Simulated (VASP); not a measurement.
# CdSe (P6_3mc) in VASP: a series of runs

CdSe is run at these levels: PBE; tasks: single point.

All numbers are computed with VASP 6.6.1; they aren't measurements. Logs are shortened: lines on timing, memory, paths and dates and some standing lists are left out, and cuts for length are marked.

## 1. The cell of the first run

Symmetry: P6_3mc, No. 186, hexagonal system. The conventional cell has a = 4.341 Å, b = 4.341 Å, c = 6.935 Å, α = 90.00°, β = 90.00°, γ = 120.00°. Cd (site symmetry 3m) has 4 Se at 2.64 Å within 3.5 Å. Se (site symmetry 3m) has 4 Cd at 2.64 Å within 3.5 Å.

## 2. Single point, PBE (uniaxial z strain -2.0%)

Contents of INCAR:

```
  ALGO = Normal
  EDIFF = 1E-6
  ENCUT = 520
  GGA = PE
  ISIF = 2
  ISMEAR = 0
  LASPH = T
  LCHARG = T
  LELF = T
  LREAL = F
  LVHAR = T
  LWAVE = F
  NBANDS = 26
  NELM = 80
  PREC = Accurate
  SIGMA = 0.01
```

Contents of KPOINTS:

```
k-points
0
Gamma
  6 6 2
```

Contents of POSCAR:

```
CdSe
1.0
    4.3407236653      0.0000000000      0.0000000000
   -2.1703618326      3.7591769650      0.0000000000
    0.0000000000      0.0000000000      6.9351130628
Cd Se
2 2
Direct
    0.3333333333      0.6666666667     -0.0028197761
    0.6666666667      0.3333333333      0.4971802239
    0.3333333333      0.6666666667      0.3778197761
    0.6666666667      0.3333333333      0.8778197761
```

Potentials or basis: VASP PAW PBE potentials, release 64 (Cd, Se).

Launch:

```console
cat potpaw_PBE.64/Cd/POTCAR potpaw_PBE.64/Se/POTCAR > POTCAR
mpirun -np 1 vasp_std > vasp.out
```

OUTCAR:

```text
EDIFF = 1E-6
   ENCUT = 520
   GGA = PE
   ISIF = 2
   ISMEAR = 0
   LASPH = T
   LREAL = F
   NELM = 80
   PREC = Accurate

 ion  position               nearest neighbor table
   1  0.333  0.667  0.997-   4 2.64   4 2.64   4 2.64   3 2.64
   2  0.667  0.333  0.497-   3 2.64   3 2.64   3 2.64   4 2.64
   3  0.333  0.667  0.378-   2 2.64   2 2.64   2 2.64   1 2.64
   4  0.667  0.333  0.878-   1 2.64   1 2.64   1 2.64   2 2.64

  LATTYP: Found a hexagonal cell.
 ALAT       =     4.3407236653
 C/A-ratio  =     1.5976859154

  Lattice vectors:

 A1 = (   4.3407236653,   0.0000000000,   0.0000000000)
 A2 = (  -2.1703618326,   3.7591769650,   0.0000000000)
 A3 = (   0.0000000000,   0.0000000000,   6.9351130628)

Analysis of symmetry for initial positions (statically):
=====================================================================
 Subroutine PRICEL returns:
 Original cell was already a primitive cell.

 Routine SETGRP: Setting up the symmetry group for a
 hexagonal supercell.

 Subroutine GETGRP returns: Found 12 space group operations
 (whereof  6 operations were pure point group operations)
 out of a pool of 24 trial point group operations.

The static configuration has the point symmetry C_3v.
 The point group associated with its full space group is C_6v.

Analysis of symmetry for dynamics (positions and initial velocities):
=====================================================================
 Subroutine PRICEL returns:
 Original cell was already a primitive cell.

 Routine SETGRP: Setting up the symmetry group for a
 hexagonal supercell.

 Subroutine GETGRP returns: Found 12 space group operations
 (whereof  6 operations were pure point group operations)
 out of a pool of 24 trial point group operations.

The dynamic configuration has the point symmetry C_3v.
 The point group associated with its full space group is C_6v.

 Subroutine INISYM returns: Found 12 space group operations
 (whereof  6 operations are pure point group operations),
 and found     1 'primitive' translations

----------------------------------------------------------------------------------------

                                     Primitive cell

  volume of cell :     113.1640
[... 76 lines left out ...]
   ISPIN  =      1    spin polarized calculation?
   LNONCOLLINEAR =      F non collinear calculations
   LSORBIT =      F    spin-orbit coupling
   LASPH  =      T    aspherical Exc in radial PAW
   ENCUT  =  520.0 eV  38.22 Ry    6.18 a.u.   8.07  8.07 12.89*2*pi/ulx,y,z
   NELM   =     80;   NELMIN=  2; NELMDL= -5     # of ELM steps
   EDIFF  = 0.1E-05   stopping-criterion for ELM
   LREAL  =      F    real-space projection
   EDIFFG = 0.1E-04   stopping-criterion for IOM
   NSW    =      0    number of steps for IOM
   IBRION =     -1    ionic relax: 0-MD 1-quasi-New 2-CG
   NFREE  =      0    steps in history (QN), initial steepest desc. (CG)
   ISIF   =      2    stress and relaxation
   ISYM   =      2    0-nonsym 1-usesym 2-fastsym
   POTIM  = 0.5000    time-step for ionic-motion
   TEBEG  =    0.0;   TEEND  =   0.0 temperature during run
   PSTRESS=    0.0 pullay stress
   NELECT =      36.0000    total number of electrons
   NUPDOWN=      -1.0000    fix difference up-down
   EMIN   =  10.00;   EMAX   =-10.00  energy-range for DOS
   EFERMI =   0.00;   METHOD = LEGACY
   ISMEAR =     0;   SIGMA  =   0.01  broadening in eV -4-tet -1-fermi 0-gaus
   EFERMI_NEDOS =   21; number of points for ismear=-14 and -15
   IALGO  =     38    algorithm
   IMIX   =      4    mixing-type and parameters
     AMIX     =   0.40;   BMIX     =  1.00
     AMIX_MAG =   1.60;   BMIX_MAG =  1.00
  volume/ion in A,a.u.               =      28.29       190.92
  Fermi-wavevector in a.u.,A,eV,Ry     =   1.117565  2.111892 16.993021  1.248952
  Thomas-Fermi vector in A             =   2.254189
   LORBIT       =      0    0 simple, 1 ext, 2 COOP (PROOUT), +10 PAW based schemes
   GGA     = PE    functional components
   LHFCALC =     F    Hartree Fock is set to
   AEXX    =    0.0000 exact exchange contribution
   IVDW    =     0    specifies the selected vdW correction
   LEPSILON=     F    determine dielectric tensor
   LRPA    =     F    only Hartree local field effects (RPA)
 non-spin polarized calculation
 Gauss-broadening in eV      SIGMA  =   0.01
  energy-cutoff  :      520.00
  volume of cell :      113.16
 maximum number of plane-waves:      3066
   NGX = 17   NGY = 17   NGZ = 25

 number of electron      35.9999996 magnetization

 Free energy of the ion-electron system (eV)
  ---------------------------------------------------
  ext. energy  EPLUGINS =         0.00000000
  ---------------------------------------------------
  free energy    TOTEN  =       -10.93025983 eV

  energy without entropy =      -10.93025983  energy(sigma->0) =      -10.93025983

 E-fermi :   1.0128     XC(G=0):  -8.8514

 val. band max:        0.9055279613   @ k =   0.0000   0.0000   0.0000
 cond. band min:       1.5599510528   @ k =   0.0000   0.0000   0.0000
 fundamental gap:      0.6544230915
 Fermi energy:         1.0127500372

 k-point     1 :       0.0000    0.0000    0.0000
  band No.  band energies     occupation
      1     -11.6659      2.00000
      2     -11.2809      2.00000
      3      -7.0040      2.00000
      4      -7.0040      2.00000
      5      -6.9979      2.00000
      6      -6.9386      2.00000
[... 395 lines left out ...]
     25       9.5523      0.00000
     26       9.5523      0.00000

------------------------ aborting loop because EDIFF is reached ----------------------------------------

  FORCE on cell =-STRESS in cart. coord.  units (eV):
  Direction    XX          YY          ZZ          XY          YZ          ZX
  --------------------------------------------------------------------------------------
  -------------------------------------------------------------------------------------
  Total        1.7841755      1.7841755      2.3797054      0.0000000      0.0000000      0.0000000
  in kB       25.2603691     25.2603691     33.6918865      0.0000000      0.0000000      0.0000000
  external PRESSURE =      28.0708749 kB  Pullay stress =       0.0000000 kB

 VOLUME and BASIS-vectors are now :
 -----------------------------------------------------------------------------
  energy-cutoff  :      520.00
  volume of cell :      113.16
      direct lattice vectors                 reciprocal lattice vectors
     4.340723665  0.000000000  0.000000000     0.230376333  0.133007838  0.000000000
    -2.170361833  3.759176965  0.000000000     0.000000000  0.266015676  0.000000000
     0.000000000  0.000000000  6.935113063     0.000000000  0.000000000  0.144193756

 POSITION                                       TOTAL-FORCE (eV/Angst)
 -----------------------------------------------------------------------------------
     -0.00000      2.50612      6.91556        -0.000000      0.000000      0.003414
      2.17036      1.25306      3.44800         0.000000     -0.000000      0.003414
     -0.00000      2.50612      2.62022         0.000000     -0.000000     -0.003414
      2.17036      1.25306      6.08778        -0.000000      0.000000     -0.003414
 -----------------------------------------------------------------------------------
    total drift:                               -0.000000     -0.000000     -0.000863

  FREE ENERGIE OF THE ION-ELECTRON SYSTEM (eV)
  ---------------------------------------------------
  free  energy   TOTEN  =       -10.9302598271 eV

  energy  without entropy=      -10.9302598271  energy(sigma->0) =      -10.93025983
```

stdout:

```text
POSCAR found type information on POSCAR CdSe
 POSCAR found :  2 types and       4 ions
 scaLAPACK will be used
 LDA part: xc-table for (Slater+PW92), standard interpolation
 POSCAR, INCAR and KPOINTS ok, starting setup
 FFT: planning ... GRIDC
 FFT: planning ... GRID_SOFT
 FFT: planning ... GRID
 WAVECAR not read
 entering main loop
```

Wall time 20 s (1 thread of Intel Xeon 6975P-C (Granite Rapids), shared host); peak memory 0.23 GiB.

What came out:

* Free energy: -10.9303 eV
* Pressure: 2.8 GPa
* Largest force: 0.003 eV/Å
* Band gap on the k mesh: 0.65 eV, direct

Forces on the atoms (eV/Å):
```
Cd   0.000  0.000  0.003
Cd   0.000  0.000  0.003
Se   0.000  0.000 -0.003
Se   0.000  0.000 -0.003
```

Stress tensor (GPa, compression positive):
```
2.53 0.00 0.00
0.00 2.53 0.00
0.00 0.00 3.37
```

Caveat: the k points lie up to 0.45 Å⁻¹ apart; the cell differs from its parent crystal (uniaxial z strain -2.0%).

(Continued in part 2 of 2.)
